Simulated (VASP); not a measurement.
Runs of VASP 6.6.1 on SbSe2. The structure is that of space group P4/mmm (No. 123), or close to it. The cells are those of the table. 

```csv
task,cell,k mesh,cutoff (eV),gap on the mesh (eV),pressure (GPa),largest force (eV/Å)
single point,"a = 3.860, b = 3.860, c = 5.488 Å, 3 atoms",6 × 6 × 4,520,none,0.1,0.01
single point,"a = 3.803, b = 3.803, c = 5.670 Å, 3 atoms",12 × 12 × 8,520,none,-0.1,0.01
relaxation of cell and atoms,"relaxed from a = 3.365, b = 3.365, c = 6.975 Å, 3 atoms",6 × 6 × 4,600,none,0.0,0.01
single point,"a = 3.365, b = 3.365, c = 6.975 Å, 3 atoms",6 × 6 × 4,520,none,(a),0.60
```

Alike in all rows: level PBE; potentials or basis VASP PAW PBE potentials, release 64 (Sb, Se); no spin polarisation; smearing gaussian 0.1 eV.

Task: Fill in the values left out.

Result: (a) -1.8.

Caveats: spin-orbit coupling is left out, which moves the levels of the heavy elements.

A k mesh can miss the band edges, and the runs leave out spin-orbit coupling on Sb, Se.

A gap of «none» marks levels without a gap at the run's occupations.
